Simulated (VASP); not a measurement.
# Cs2Cl (R-3m) in VASP: single point with PBE

Aim: the single point of Cs2Cl with PBE.

Everything below comes from runs of VASP 6.6.1. Logs are shortened: lines on timing, memory, paths and dates and some standing lists are left out, and cuts for length are marked.

## (1) The cell of the first run

The structure is trigonal, space group R-3m (No. 166). Conventional cell: a = 6.211 Å, b = 6.211 Å, c = 15.263 Å, α = 90.00°, β = 90.00°, γ = 120.00°. Cs (site symmetry 3m) has 4 Cl at 3.80 to 3.82 Å and 6 Cs at 4.39 to 4.40 Å within 5.0 Å. Within 5.0 Å of Cl (site symmetry -3m) lie 8 Cs at 3.80 to 3.82 Å.

## (2) Single point, PBE

File INCAR:

```
SYSTEM = Cs2Cl
ALGO = Normal
EDIFF = 1E-7
ENCUT = 520
GGA = PE
ISIF = 2
ISMEAR = 0
LASPH = .True.
LCHARG = .False.
LREAL = .False.
LWAVE = .False.
NBANDS = 20
NELM = 100
PREC = Accurate
SIGMA = 0.1
```

File KPOINTS:

```
k-points
0
Gamma
  12 12 12
  0 0 0
```

File POSCAR:

```
Cs2Cl
1.0
    3.1052654512      1.7928258441      5.0876622897
   -3.1052654512      1.7928258441      5.0876622897
    0.0000000000     -3.5856516883      5.0876622897
Cs Cl
2 1
Direct
    0.2500924215      0.2500924215      0.2500924215
    0.7499075785      0.7499075785      0.7499075785
    0.0000000000      0.0000000000      0.0000000000
```

Potentials or basis: VASP PAW PBE potentials, release 64 (Cs_sv, Cl).

Run with:

```
$ cat potpaw_PBE.64/Cs_sv/POTCAR potpaw_PBE.64/Cl/POTCAR > POTCAR
$ mpirun -np 1 vasp_std > vasp.out
```

OUTCAR:

```text
SYSTEM = Cs2Cl
   EDIFF = 1E-7
   ENCUT = 520
   GGA = PE
   ISIF = 2
   ISMEAR = 0
   LASPH = .True.
   LREAL = .False.
   NELM = 100
   PREC = Accurate

 ion  position               nearest neighbor table
   1  0.250  0.250  0.250-
   2  0.750  0.750  0.750-
   3  0.000  0.000  0.000-

  LATTYP: Found a trigonal (rhomboedric) cell.
 ALAT       =     6.2242433760
 COS(alpha) =     0.5022006480

  Lattice vectors:

 A1 = (   3.1052654512,   1.7928258441,   5.0876622897)
 A2 = (  -3.1052654512,   1.7928258441,   5.0876622897)
 A3 = (   0.0000000000,  -3.5856516883,   5.0876622897)

Analysis of symmetry for initial positions (statically):
=====================================================================
 Subroutine PRICEL returns:
 Original cell was already a primitive cell.

 Routine SETGRP: Setting up the symmetry group for a
 trigonal (rhombohedral) supercell.

 Subroutine GETGRP returns: Found 12 space group operations
 (whereof 12 operations were pure point group operations)
 out of a pool of 12 trial point group operations.

The static configuration has the point symmetry D_3d.

Analysis of symmetry for dynamics (positions and initial velocities):
=====================================================================
 Subroutine PRICEL returns:
 Original cell was already a primitive cell.

 Routine SETGRP: Setting up the symmetry group for a
 trigonal (rhombohedral) supercell.

 Subroutine GETGRP returns: Found 12 space group operations
 (whereof 12 operations were pure point group operations)
 out of a pool of 12 trial point group operations.

The dynamic configuration has the point symmetry D_3d.

 Subroutine INISYM returns: Found 12 space group operations
 (whereof 12 operations are pure point group operations),
 and found     1 'primitive' translations

----------------------------------------------------------------------------------------

                                     Primitive cell

  volume of cell :     169.9442

  direct lattice vectors                    reciprocal lattice vectors
     3.105265451  1.792825844  5.087662290     0.161016830  0.092963110  0.065517976
    -3.105265451  1.792825844  5.087662290    -0.161016830  0.092963110  0.065517976
     0.000000000 -3.585651688  5.087662290     0.000000000 -0.185926221  0.065517976

  length of vectors
     6.224243376  6.224243376  6.224243376     0.197132353  0.197132353  0.197132353

  position of ions in fractional coordinates (direct lattice)
     0.250092421  0.250092421  0.250092421
     0.749907579  0.749907579  0.749907579
     0.000000000  0.000000000  0.000000000

  ion indices of the primitive-cell ions
   primitive index   ion index
                 1           1
                 2           2
                 3           3

----------------------------------------------------------------------------------------

 KPOINTS: k-points

Automatic generation of k-mesh.
 Grid dimensions read from file:
 generate k-points for:   12   12   12

 Generating k-lattice:

  Cartesian coordinates                     Fractional coordinates (reciprocal lattice)
     0.013418069  0.007746926  0.005459831     0.083333333  0.000000000  0.000000000
    -0.013418069  0.007746926  0.005459831     0.000000000  0.083333333  0.000000000
     0.000000000 -0.015493852  0.005459831     0.000000000  0.000000000  0.083333333

  Length of vectors
     0.016427696  0.016427696  0.016427696

  Shift w.r.t. Gamma in fractional coordinates (k-lattice)
     0.000000000  0.000000000  0.000000000

 Subroutine IBZKPT returns following result:
 ===========================================

 Found    189 irreducible k-points:

 Following reciprocal coordinates:
            Coordinates               Weight
  0.000000  0.000000  0.000000      1.000000
  0.083333  0.000000 -0.000000      6.000000
  0.166667  0.000000  0.000000      6.000000
  0.250000  0.000000 -0.000000      6.000000
  0.333333  0.000000  0.000000      6.000000
  0.416667  0.000000 -0.000000      6.000000
[... 16 lines left out ...]
  0.500000  0.166667  0.000000     12.000000
 -0.416667  0.166667  0.000000     12.000000
 [... further k-points ...]
   k-points           NKPTS =    189   k-points in BZ     NKDIM =    189   number of bands    NBANDS=     20
   number of dos      NEDOS =    301   number of ions     NIONS =      3
   total plane-waves  NPLWV = 110592
   dimension x,y,z NGX =    48 NGY =   48 NGZ =   48
   dimension x,y,z NGXF=    96 NGYF=   96 NGZF=   96
   ions per type =               2   1
   NGX,Y,Z   is equivalent  to a cutoff of  12.82, 12.82, 12.82 a.u.
   NGXF,Y,Z  is equivalent  to a cutoff of  25.64, 25.64, 25.64 a.u.
 SYSTEM =  Cs2Cl
   PREC   = accura    normal or accurate (medium, high low for compatibility)
   ISTART =      0    job   : 0-new  1-cont  2-samecut
   ICHARG =      2    charge: 1-file 2-atom 10-const
   ISPIN  =      1    spin polarized calculation?
   LNONCOLLINEAR =      F non collinear calculations
   LSORBIT =      F    spin-orbit coupling
   LASPH  =      T    aspherical Exc in radial PAW
   ENCUT  =  520.0 eV  38.22 Ry    6.18 a.u.  11.57 11.57 11.57*2*pi/ulx,y,z
   NELM   =    100;   NELMIN=  2; NELMDL= -5     # of ELM steps
   EDIFF  = 0.1E-06   stopping-criterion for ELM
   LREAL  =      F    real-space projection
   EDIFFG = 0.1E-05   stopping-criterion for IOM
   NSW    =      0    number of steps for IOM
   IBRION =     -1    ionic relax: 0-MD 1-quasi-New 2-CG
   NFREE  =      0    steps in history (QN), initial steepest desc. (CG)
   ISIF   =      2    stress and relaxation
   ISYM   =      2    0-nonsym 1-usesym 2-fastsym
   POTIM  = 0.5000    time-step for ionic-motion
   TEBEG  =    0.0;   TEEND  =   0.0 temperature during run
   PSTRESS=    0.0 pullay stress
   NELECT =      25.0000    total number of electrons
   NUPDOWN=      -1.0000    fix difference up-down
   EMIN   =  10.00;   EMAX   =-10.00  energy-range for DOS
   EFERMI =   0.00;   METHOD = LEGACY
   ISMEAR =     0;   SIGMA  =   0.10  broadening in eV -4-tet -1-fermi 0-gaus
   EFERMI_NEDOS =   21; number of points for ismear=-14 and -15
   IALGO  =     38    algorithm
   IMIX   =      4    mixing-type and parameters
     AMIX     =   0.40;   BMIX     =  1.00
     AMIX_MAG =   1.60;   BMIX_MAG =  1.00
  volume/ion in A,a.u.               =      56.65       382.28
  Fermi-wavevector in a.u.,A,eV,Ry     =   0.864210  1.633120 10.161637  0.746859
  Thomas-Fermi vector in A             =   1.982274
   LORBIT       =      0    0 simple, 1 ext, 2 COOP (PROOUT), +10 PAW based schemes
   GGA     = PE    functional components
   LHFCALC =     F    Hartree Fock is set to
   AEXX    =    0.0000 exact exchange contribution
   IVDW    =     0    specifies the selected vdW correction
   LEPSILON=     F    determine dielectric tensor
   LRPA    =     F    only Hartree local field effects (RPA)
 non-spin polarized calculation
 Gauss-broadening in eV      SIGMA  =   0.10
  energy-cutoff  :      520.00
  volume of cell :      169.94
 maximum number of plane-waves:      4609
 NGX is ok and might be reduce to    48
   NGX = 23   NGY = 23   NGZ = 23

 number of electron      25.0000001 magnetization

 Free energy of the ion-electron system (eV)
  ---------------------------------------------------
  ext. energy  EPLUGINS =         0.00000000
  ---------------------------------------------------
  free energy    TOTEN  =        -6.85161272 eV

  energy without entropy =       -6.82616953  energy(sigma->0) =       -6.83889112

 E-fermi :   2.3943     XC(G=0):  -6.8247

 val. band max:        2.3900089818   @ k =   0.4167   0.4167  -0.0000
 cond. band min:       2.3945611204   @ k =   0.5000   0.3333   0.1667
 fundamental gap:      0.0045521385
 Fermi energy:         2.3943015838

 k-point     1 :       0.0000    0.0000    0.0000
  band No.  band energies     occupation
      1     -21.7748      2.00000
      2     -21.6758      2.00000
      3     -13.9331      2.00000
      4      -8.7160      2.00000
      5      -8.7127      2.00000
      6      -8.7127      2.00000
[... 12 lines left out ...]
     19       7.2261      0.00000
     20       7.2298      0.00000

 k-point     2 :       0.0833    0.0000   -0.0000
  band No.  band energies     occupation
      1     -21.7730      2.00000
      2     -21.6774      2.00000
      3     -13.9342      2.00000
      4      -8.7118      2.00000
      5      -8.7097      2.00000
      6      -8.7079      2.00000
[... 12 lines left out ...]
     19       7.1409      0.00000
     20       7.1559      0.00000

 k-point     3 :       0.1667    0.0000    0.0000
  band No.  band energies     occupation
      1     -21.7679      2.00000
      2     -21.6822      2.00000
      3     -13.9372      2.00000
      4      -8.7024      2.00000
      5      -8.6960      2.00000
      6      -8.6935      2.00000
[... 12 lines left out ...]
     19       6.8179      0.00000
     20       6.8877      0.00000

 k-point     4 :       0.2500    0.0000   -0.0000
  band No.  band energies     occupation
      1     -21.7597      2.00000
      2     -21.6898      2.00000
      3     -13.9414      2.00000
      4      -8.6843      2.00000
      5      -8.6723      2.00000
      6      -8.6701      2.00000
[... 12 lines left out ...]
     19       6.1607      0.00000
     20       6.4897      0.00000

 k-point     5 :       0.3333    0.0000    0.0000
  band No.  band energies     occupation
      1     -21.7492      2.00000
      2     -21.6998      2.00000
      3     -13.9456      2.00000
      4      -8.6547      2.00000
      5      -8.6402      2.00000
      6      -8.6384      2.00000
[... 12 lines left out ...]
     19       5.6326      0.00000
     20       6.0347      0.00000
[... 353 lines left out ...]
      6      -8.5886      2.00000
[... 12 lines left out ...]
     19       5.0731      0.00000
     20       6.3855      0.00000

 k-point    22 :       0.4167    0.1667    0.0000
  band No.  band energies     occupation
      1     -21.7432      2.00000
      2     -21.7052      2.00000
      3     -13.9492      2.00000
      4      -8.7146      2.00000
      5      -8.7138      2.00000
      6      -8.6372      2.00000
[... 12 lines left out ...]
     19       5.1459      0.00000
     20       6.0050      0.00000

 k-point    23 :       0.5000    0.1667    0.0000
  band No.  band energies     occupation
      1     -21.7323      2.00000
      2     -21.7159      2.00000
      3     -13.9514      2.00000
      4      -8.7084      2.00000
      5      -8.6813      2.00000
      6      -8.6529      2.00000
[... 12 lines left out ...]
     19       5.2972      0.00000
     20       5.8807      0.00000

 k-point    24 :      -0.4167    0.1667    0.0000
  band No.  band energies     occupation
      1     -21.7272      2.00000
      2     -21.7209      2.00000
      3     -13.9516      2.00000
      4      -8.7349      2.00000
      5      -8.6388      2.00000
      6      -8.6153      2.00000
[... 12 lines left out ...]
     19       5.3234      0.00000
     20       5.6875      0.00000

 [... further k-points ...]

------------------------ aborting loop because EDIFF is reached ----------------------------------------

  FORCE on cell =-STRESS in cart. coord.  units (eV):
  Direction    XX          YY          ZZ          XY          YZ          ZX
  --------------------------------------------------------------------------------------
  -------------------------------------------------------------------------------------
  Total        0.0232530      0.0232530      0.0266173      0.0000000     -0.0000000      0.0000000
  in kB        0.2192215      0.2192215      0.2509390      0.0000000     -0.0000000      0.0000000
  external PRESSURE =       0.2297940 kB  Pullay stress =       0.0000000 kB

 VOLUME and BASIS-vectors are now :
 -----------------------------------------------------------------------------
  energy-cutoff  :      520.00
  volume of cell :      169.94
      direct lattice vectors                 reciprocal lattice vectors
     3.105265451  1.792825844  5.087662290     0.161016830  0.092963110  0.065517976
    -3.105265451  1.792825844  5.087662290    -0.161016830  0.092963110  0.065517976
     0.000000000 -3.585651688  5.087662290     0.000000000 -0.185926221  0.065517976

 POSITION                                       TOTAL-FORCE (eV/Angst)
 -----------------------------------------------------------------------------------
      0.00000     -0.00000      3.81716         0.000000     -0.000000      0.000075
      0.00000     -0.00000     11.44583         0.000000      0.000000     -0.000075
      0.00000      0.00000      0.00000         0.000000     -0.000000     -0.000000
 -----------------------------------------------------------------------------------
    total drift:                                0.000000      0.000000     -0.000000

  FREE ENERGIE OF THE ION-ELECTRON SYSTEM (eV)
  ---------------------------------------------------
  free  energy   TOTEN  =        -6.8516127223 eV

  energy  without entropy=       -6.8261695264  energy(sigma->0) =       -6.83889112
```

Run time: 6.2 min. Hardware: 1 thread of Intel Xeon Platinum 8488C (Sapphire Rapids), shared host; peak memory 0.7 GiB.

What came out:

* Free energy: -6.8516 eV
* Pressure: 0.0 GPa
* Band gap on the k mesh: zero (an odd number of electrons rules out a gap without spin polarisation)

Caveat: spin-orbit coupling is left out, which moves the levels of the heavy elements; an odd number of electrons without spin polarisation forces a metal; a magnetic or distorted state may lie lower.
